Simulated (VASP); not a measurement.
# Ti (P6/mmm) in VASP: a series of runs, part 2 of 2

VASP 6.6.1. The steps go on from the part before.

## 3. Single point, PBE

INCAR reads:

```
SYSTEM = Ti
PREC = Accurate
ENCUT = 520
EDIFF = 1E-7
ISMEAR = -1
SIGMA = 0.1
LREAL = .False.
LASPH = .True.
NELM = 60
ALGO = Normal
ISIF = 2
LWAVE = .False.
LCHARG = .False.
GGA = PE
NBANDS = 25
```

KPOINTS reads:

```
Automatic mesh
0
Gamma
  9 9 12
  0 0 0
```

POSCAR reads:

```
Ti
1.0
    4.0729702050      0.0000000000      0.0000000000
   -2.0364851025      3.5272956664      0.0000000000
    0.0000000000      0.0000000000      2.5509530478
Ti
3
Direct
    0.0000000000      0.0000000000      0.0000000000
    0.3333333333      0.6666666667      0.5000000000
    0.6666666667      0.3333333333      0.5000000000
```

Potentials or basis: VASP PAW PBE potentials, release 64 (Ti_sv).

Command:

```sh
> cat potpaw_PBE.64/Ti_sv/POTCAR > POTCAR
> mpirun -np 1 vasp_std > vasp.out
```

OUTCAR:

```text
SYSTEM = Ti
   PREC = Accurate
   ENCUT = 520
   EDIFF = 1E-7
   ISMEAR = -1
   LREAL = .False.
   LASPH = .True.
   NELM = 60
   ISIF = 2
   GGA = PE

 ion  position               nearest neighbor table
   1  0.000  0.000  0.000-   2 2.68   3 2.68   2 2.68   3 2.68   3 2.68   3 2.68   2 2.68   2 2.68
                             3 2.68   3 2.68   2 2.68   2 2.68
   2  0.333  0.667  0.500-   3 2.35   3 2.35   3 2.35   1 2.68   1 2.68   1 2.68   1 2.68   1 2.68
                             1 2.68
   3  0.667  0.333  0.500-   2 2.35   2 2.35   2 2.35   1 2.68   1 2.68   1 2.68   1 2.68   1 2.68
                             1 2.68

  LATTYP: Found a hexagonal cell.
 ALAT       =     4.0729702050
 C/A-ratio  =     0.6263127201

  Lattice vectors:

 A1 = (   4.0729702050,   0.0000000000,   0.0000000000)
 A2 = (  -2.0364851025,   3.5272956664,   0.0000000000)
 A3 = (   0.0000000000,   0.0000000000,   2.5509530478)

Analysis of symmetry for initial positions (statically):
=====================================================================
 Subroutine PRICEL returns:
 Original cell was already a primitive cell.

 Routine SETGRP: Setting up the symmetry group for a
 hexagonal supercell.

[... 162 lines left out ...]
  ---------------------------------------------------
  free energy    TOTEN  =       -21.16682058 eV

  energy without entropy =      -21.08897108  energy(sigma->0) =      -21.12789583

 E-fermi :  12.4483     XC(G=0): -13.2660

 val. band max:       12.4464928768   @ k =   0.3333   0.1111   0.0000
 cond. band min:      12.4568492270   @ k =   0.4444   0.0000   0.0000
 fundamental gap:      0.0103563502
 Fermi energy:        12.4482922882

 k-point     1 :       0.0000    0.0000    0.0000
  band No.  band energies     occupation
      1     -43.9818      2.00000
      2     -43.5150      2.00000
      3     -43.1748      2.00000
      4     -20.5800      2.00000
      5     -20.5800      2.00000
      6     -20.3479      2.00000
[... 661 lines left out ...]
     24      15.1541      0.00000
     25      16.6028      0.00000

 [... further k-points ...]
[... 5 lines left out ...]
  --------------------------------------------------------------------------------------
  -------------------------------------------------------------------------------------
  Total       15.3399870     15.3399870     15.2779272      0.0000000     -0.0000000     -0.0000000
  in kB      670.6254194    670.6254194    667.9123234      0.0000000     -0.0000000     -0.0000000
  external PRESSURE =     669.7210541 kB  Pullay stress =       0.0000000 kB

 VOLUME and BASIS-vectors are now :
 -----------------------------------------------------------------------------
  energy-cutoff  :      520.00
  volume of cell :       36.65
      direct lattice vectors                 reciprocal lattice vectors
     4.072970205  0.000000000  0.000000000     0.245521069  0.141751655  0.000000000
    -2.036485102  3.527295666  0.000000000     0.000000000  0.283503311  0.000000000
     0.000000000  0.000000000  2.550953048     0.000000000  0.000000000  0.392010351

 POSITION                                       TOTAL-FORCE (eV/Angst)
 -----------------------------------------------------------------------------------
      0.00000      0.00000      0.00000         0.000000      0.000000      0.000000
     -0.00000      2.35153      1.27548         0.000000      0.000000      0.000000
      2.03649      1.17577      1.27548         0.000000     -0.000000      0.000000
 -----------------------------------------------------------------------------------
    total drift:                               -0.000000      0.000000      0.000000

  FREE ENERGIE OF THE ION-ELECTRON SYSTEM (eV)
  ---------------------------------------------------
  free  energy   TOTEN  =       -21.1668205848 eV

  energy  without entropy=      -21.0889710768  energy(sigma->0) =      -21.12789583
```

OSZICAR:

```text
N       E                     dE             d eps       ncg     rms          rms(c)
DAV:   1     0.438805038810E+03    0.43881E+03   -0.18394E+04  4208   0.192E+03
DAV:   2     0.268347370065E+02   -0.41197E+03   -0.40398E+03  4225   0.531E+02
DAV:   3    -0.194274597341E+02   -0.46262E+02   -0.44725E+02  7421   0.153E+02
DAV:   4    -0.223813173588E+02   -0.29539E+01   -0.29362E+01  5480   0.385E+01
DAV:   5    -0.225013899583E+02   -0.12007E+00   -0.12002E+00  6413   0.674E+00    0.228E+01
DAV:   6    -0.210269898232E+02    0.14744E+01   -0.53007E+00  5488   0.266E+01    0.864E+00
DAV:   7    -0.213340308730E+02   -0.30704E+00   -0.34995E+00  6278   0.224E+01    0.527E+00
DAV:   8    -0.210941975488E+02    0.23983E+00   -0.16596E+00  6206   0.140E+01    0.278E+00
DAV:   9    -0.211720303401E+02   -0.77833E-01   -0.44373E-01  4936   0.654E+00    0.959E-01
DAV:  10    -0.211660676650E+02    0.59627E-02   -0.65772E-02  5151   0.291E+00    0.189E-01
DAV:  11    -0.211669592059E+02   -0.89154E-03   -0.72428E-03  5405   0.646E-01    0.109E-01
DAV:  12    -0.211668388521E+02    0.12035E-03   -0.40798E-04  6177   0.178E-01    0.408E-02
DAV:  13    -0.211668206307E+02    0.18221E-04   -0.33528E-05  5856   0.529E-02    0.656E-03
DAV:  14    -0.211668194719E+02    0.11588E-05   -0.57742E-06  5452   0.289E-02    0.559E-03
DAV:  15    -0.211668198289E+02   -0.35697E-06   -0.37283E-07  4793   0.583E-03    0.227E-03
DAV:  16    -0.211668205551E+02   -0.72620E-06   -0.26665E-07  3817   0.500E-03    0.176E-04
DAV:  17    -0.211668205848E+02   -0.29705E-07   -0.34875E-08  2406   0.128E-03
   1 F= -.21166821E+02 E0= -.21127896E+02  d E =-.778495E-01
```

Wall time 45 s (1 thread of Intel Xeon 6975P-C (Granite Rapids), shared host); peak memory 0.18 GiB.

What came out:

- Free energy: -21.1668 eV
- Pressure: 67.0 GPa
- Band gap on the k mesh: zero (bands 18 and 19 overlap by 0.69 eV)

Levels at points of the mesh, in eV from the Fermi level:
```tsv
k point	band 15	band 16	band 17	band 18	band 19	band 20	band 21	band 22
(0.00, 0.00, 0.00)	-0.61	-0.61	-0.52	-0.52	0.13	0.96	1.75	1.75
(0.00, 0.00, 0.50)	-2.53	-2.53	-1.93	-1.37	1.42	1.42	1.90	1.90
```

Caveat: the cell stands under pressure.

## 4. Relaxation of cell and atoms, PBE, target pressure 68 GPa, at which the enthalpy is minimised

This run uses another cell than the first one: it holds 1 atom, not 3.

INCAR reads:

```
PREC = Accurate
ENCUT = 600
EDIFF = 1E-7
ISMEAR = -1
SIGMA = 0.1
LREAL = False
LASPH = True
NELM = 60
ALGO = Normal
ISIF = 3
LWAVE = False
LCHARG = False
GGA = PE
IBRION = 2
NSW = 32
EDIFFG = -0.005
PSTRESS = 680.0
```

KPOINTS reads:

```
regular mesh
0
Gamma
  18 18 16
```

POSCAR reads:

```
Ti
1.0
    2.4286146611      0.0000000000      0.0000000000
   -1.2143073306      2.1032419925      0.0000000000
    0.0000000000      0.0000000000      2.3712706481
Ti
1
Direct
    0.0000000000      0.0000000000      0.0000000000
```

Command:

```sh
> cat potpaw_PBE.64/Ti_sv/POTCAR > POTCAR
> mpirun -np 1 vasp_std > vasp.out
```

Wall time 51 s (1 thread of Intel Xeon 6975P-C (Granite Rapids), shared host); peak memory 0.17 GiB.

Results (log left out):

* Free energy: -6.5964 eV
* Relaxed volume: 12.09 Å³/atom
* Relaxed cell: a = 2.427 Å, b = 2.427 Å, c = 2.370 Å, α = 90.00°, β = 90.00°, γ = 120.00°
* Space group after relaxing (to 0.1 Å): P6/mmm (No. 191)
* Energy change on relaxing (the run minimises the enthalpy): +8.9 meV/atom
* Ionic steps: 3
* Pressure after relaxing: 68.0 GPa
* Band gap on the k mesh: zero (bands 6 and 7 overlap by 1.26 eV)

The path:
| step | energy change (eV) | largest force (eV/Å) | pressure (GPa) | volume (Å³) |
| --- | --- | --- | --- | --- |
| 1 | 0.0000 | 0.0000 | 67.48 | 12.11 |
| 2 | 0.0291 | 0.0000 | 69.14 | 12.04 |
| 3 | 0.0089 | 0.0000 | 67.99 | 12.09 |

Final structure:
```cif
data_structure
_symmetry_space_group_name_H-M 'P 1'
_symmetry_Int_Tables_number 1
_cell_length_a 2.4271
_cell_length_b 2.4271
_cell_length_c 2.3700
_cell_angle_alpha 90.000
_cell_angle_beta 90.000
_cell_angle_gamma 120.000
_cell_volume 12.09
loop_
_atom_site_label
_atom_site_type_symbol
_atom_site_fract_x
_atom_site_fract_y
_atom_site_fract_z
_atom_site_occupancy
Ti1 Ti 0.00000 0.00000 0.00000 1
```

Levels at points of the mesh, in eV from the Fermi level:
```csv
k point,band 2,band 3,band 4,band 5,band 6,band 7,band 8,band 9,band 10
"(0.00, 0.00, 0.00)",-31.41,-31.13,-31.13,-6.25,-2.26,1.29,1.29,5.92,5.92
"(0.50, 0.00, 0.00)",-33.62,-31.67,-31.10,-3.56,-0.64,2.48,2.52,5.25,6.51
"(0.00, 0.00, 0.50)",-33.56,-30.94,-30.94,-1.99,0.41,2.02,2.02,3.44,3.44
"(0.50, 0.00, 0.50)",-33.23,-32.98,-31.45,-4.34,-1.82,2.03,6.72,7.30,8.55
```

Caveat: the cell is relaxed towards a set pressure, so the run minimises the enthalpy, not the energy.

## 5. Relaxation of cell and atoms, PBE, target pressure 68 GPa, at which the enthalpy is minimised

This run uses another cell than the first one: it holds 1 atom, not 3.

INCAR reads:

```
ALGO = Normal ; EDIFF = 1E-6
EDIFFG = -0.005 ; ENCUT = 600
GGA = PE ; IBRION = 2
ISIF = 3 ; ISMEAR = -1
LASPH = T ; LCHARG = F
LREAL = F ; LWAVE = F
NELM = 60 ; NSW = 60
PREC = Accurate ; PSTRESS = 680.0
SIGMA = 0.1
```

KPOINTS reads:

```
k-points
0
Gamma
  18 18 16
```

POSCAR reads:

```
Ti
1.0
    2.4823109293      0.0000000000      0.0000000000
   -1.2411554647      2.1497443249      0.0000000000
    0.0000000000      0.0000000000      2.3333722736
Ti
1
Direct
    0.0000000000      0.0000000000      0.0000000000
```

Command:

```sh
> cat potpaw_PBE.64/Ti_sv/POTCAR > POTCAR
> mpirun -np 1 vasp_std > vasp.out
```

Wall time 3.5 min (1 thread of Intel Xeon 6975P-C (Granite Rapids), shared host); peak memory 0.2 GiB.

Results (log left out):

```yaml
Free_energy: -6.5968 eV
Relaxed_volume: 12.09 Å³/atom
Relaxed_cell: a = 2.427 Å, b = 2.427 Å, c = 2.371 Å, α = 90.00°, β = 90.00°, γ = 120.00°
Space_group_after_relaxing_to_0.1_Å: P6/mmm (No. 191)
Energy_change_on_relaxing_the_run_minimises_the_enthalpy: +133.9 meV/atom
Ionic_steps: 25
Pressure_after_relaxing: 68.0 GPa
Band_gap_on_the_k_mesh: zero (bands 6 and 7 overlap by 1.26 eV)
```

The path:
| step | energy change (eV) | largest force (eV/Å) | pressure (GPa) | volume (Å³) |
| --- | --- | --- | --- | --- |
| 1 | 0.0000 | 0.0000 | 59.69 | 12.45 |
| 2 | 0.5108 | 0.0000 | 89.30 | 11.32 |
| 3 | 0.1632 | 0.0000 | 69.49 | 12.03 |
| 4 | 0.1377 | 0.0000 | 68.23 | 12.08 |
| 5 | 0.1366 | 0.0000 | 68.21 | 12.09 |
| 6 | 0.1362 | 0.0000 | 68.15 | 12.09 |
| 7 | 0.1286 | 0.0000 | 67.71 | 12.10 |
| 8 | 0.1331 | 0.0000 | 67.91 | 12.09 |
| 9 | 0.1339 | 0.0000 | 67.92 | 12.09 |
| 10 | 0.1351 | 0.0000 | 67.94 | 12.09 |
| 11 | 0.1356 | 0.0000 | 67.98 | 12.09 |
| 12 | 0.1355 | 0.0000 | 68.02 | 12.09 |
| 13 | 0.1352 | 0.0000 | 68.06 | 12.09 |
| 14 | 0.1351 | 0.0000 | 68.07 | 12.09 |
| 15 | 0.1334 | 0.0000 | 68.09 | 12.09 |
| 16 | 0.1283 | 0.0000 | 67.67 | 12.10 |
| 17 | 0.1322 | 0.0000 | 67.85 | 12.10 |
| 18 | 0.1328 | 0.0000 | 67.87 | 12.09 |
| 19 | 0.1331 | 0.0000 | 67.89 | 12.09 |
| 20 | 0.1332 | 0.0000 | 67.89 | 12.09 |
| 21 | 0.1333 | 0.0000 | 67.92 | 12.09 |
| 22 | 0.1334 | 0.0000 | 67.93 | 12.09 |
| 23 | 0.1364 | 0.0000 | 68.09 | 12.09 |
| 24 | 0.1348 | 0.0000 | 68.14 | 12.09 |
| 25 | 0.1339 | 0.0000 | 68.05 | 12.09 |

Final structure:
```
Ti
1.0
     2.42693    0.00000    0.00000
    -1.21346    2.10178    0.00000
     0.00000    0.00000    2.37052
Ti
1
Direct
  0.00000 0.00000 0.00000
```

Levels at points of the mesh, in eV from the Fermi level:
| k point | band 2 | band 3 | band 4 | band 5 | band 6 | band 7 | band 8 | band 9 | band 10 |
| --- | --- | --- | --- | --- | --- | --- | --- | --- | --- |
| (0.00, 0.00, 0.00) | -31.41 | -31.12 | -31.12 | -6.25 | -2.26 | 1.29 | 1.29 | 5.92 | 5.92 |
| (0.50, 0.00, 0.00) | -33.62 | -31.67 | -31.10 | -3.56 | -0.64 | 2.49 | 2.52 | 5.25 | 6.51 |
| (0.00, 0.00, 0.50) | -33.56 | -30.94 | -30.94 | -1.99 | 0.41 | 2.02 | 2.02 | 3.44 | 3.44 |
| (0.50, 0.00, 0.50) | -33.24 | -32.98 | -31.45 | -4.33 | -1.82 | 2.04 | 6.72 | 7.30 | 8.55 |

Caveat: the cell is relaxed towards a set pressure, so the run minimises the enthalpy, not the energy.

## 6. The runs side by side

| task | cell | k mesh | cutoff (eV) | gap on the mesh (eV) | pressure (GPa) |
| --- | --- | --- | --- | --- | --- |
| single point | a = 4.073, b = 4.073, c = 2.551 Å, angles 90.0, 90.0, 120.0°, 3 atoms, atomic positions A | 9 × 9 × 12 | 520 | none | 67.0 |
| relaxation of cell and atoms | relaxed to 68 GPa from a = 2.429, b = 2.429, c = 2.371 Å, angles 90.0, 90.0, 120.0°, 1 atom, atomic positions B | 18 × 18 × 16 | 600 | none | 68.0 |
| relaxation of cell and atoms | relaxed to 68 GPa from a = 2.482, b = 2.482, c = 2.333 Å, angles 90.0, 90.0, 120.0°, 1 atom, atomic positions B | 18 × 18 × 16 | 600 | none | 68.0 |

Alike in all rows: level PBE; potentials or basis VASP PAW PBE potentials, release 64 (Ti_sv); no spin polarisation; smearing fermi-dirac 0.1 eV.

Caveats: the cell is relaxed towards a set pressure, so the run minimises the enthalpy, not the energy (at least some runs); the cell stands under pressure (at least some runs).

Absolute energies hang on the potentials; compare differences alone.

The gap in the log of VASP goes by the Fermi energy; the results here count the filled bands.